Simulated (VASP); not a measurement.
A run of VASP 6.6.1 is set up as follows.

INCAR

```
SYSTEM = Sc
PREC     = Accurate       ! precision mode
ENCUT    = 520            ! plane-wave cutoff, eV
EDIFF    = 1E-6           ! SCF threshold, eV
ISMEAR   = 0              ! smearing method
SIGMA    = 0.15           ! smearing width, eV
LREAL    = .FALSE.        ! projectors in reciprocal space
LASPH    = .TRUE.         ! aspherical terms in the spheres
NELM     = 60             ! most SCF steps
ALGO     = Fast           ! electronic algorithm
ISIF     = 2              ! what is computed and relaxed
LWAVE    = .FALSE.        ! write WAVECAR
LCHARG   = .TRUE.         ! write CHGCAR
GGA      = PE             ! functional
LELF     = .TRUE.         ! ELF
LVHAR    = .TRUE.       
NBANDS   = 18             ! bands
```

KPOINTS

```
Automatic mesh
0
G
  18 18 10
  0 0 0
```

The input POSCAR:

```
Sc
1.0
    3.4080618342      0.0000000000      0.0000000000
   -1.7040309171      2.9514681261      0.0000000000
    0.0000000000      0.0000000000      5.3470200000
Sc
2
Direct
    0.3333333333      0.6666666667      0.2500000000
    0.6666666667      0.3333333333      0.7500000000
```

Potentials or basis: VASP PAW PBE potentials, release 64 (Sc_sv).

Command:

```console
$ cat potpaw_PBE.64/Sc_sv/POTCAR > POTCAR
$ mpirun -np 1 vasp_std > vasp.out
```

(1) What does it give for the pressure?

(2) Predict the band gap on the k mesh.

Answers

(1) -4.0 GPa.

(2) zero (bands 11 and 12 overlap by 1.31 eV).

Caveat: the cell differs from its parent crystal (strain +0.030 along x and y, +0.015 along z); the cell stands under tension.
